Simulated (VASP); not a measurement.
Input of a VASP 6.6.1 run:

INCAR

```
PREC = Accurate ; ENCUT = 520
EDIFF = 1E-6 ; ISMEAR = 0
SIGMA = 0.15 ; LREAL = F
LASPH = T ; NELM = 60
ALGO = Normal ; ISIF = 2
LWAVE = F ; LCHARG = F
GGA = PS ; NBANDS = 14
```

The input KPOINTS:

```
regular mesh
0
Gamma
  16 16 16
```

Contents of POSCAR:

```
HfN
1.0
    0.0000000000      2.4241367250      2.4548220000
    2.4855072750      0.0000000000      2.4548220000
    2.4855072750      2.4241367250      0.0000000000
Hf N
1 1
Direct
    0.0000000000      0.0000000000      0.0000000000
    0.7500000000      0.7500000000      0.7500000000
```

Potentials or basis: VASP PAW PBE potentials, release 64 (Hf_pv, N).

The run is started by

```bash
$ cat potpaw_PBE.64/Hf_pv/POTCAR potpaw_PBE.64/N/POTCAR > POTCAR
$ mpirun -np 1 vasp_std > vasp.out
```

Question: What does it give for the pressure?

Answer: -5.9 GPa.

Stress tensor (GPa, compression positive):
```
-7.85  0.00  0.00
 0.00 -4.04  0.00
 0.00  0.00 -5.84
```

Caveat: the cell differs from its parent crystal (strain +0.0125 x Voigt [1, -1, 0, 0, 0, 0]); the PAW data sets were made with another functional, which shifts forces and pressure a little.
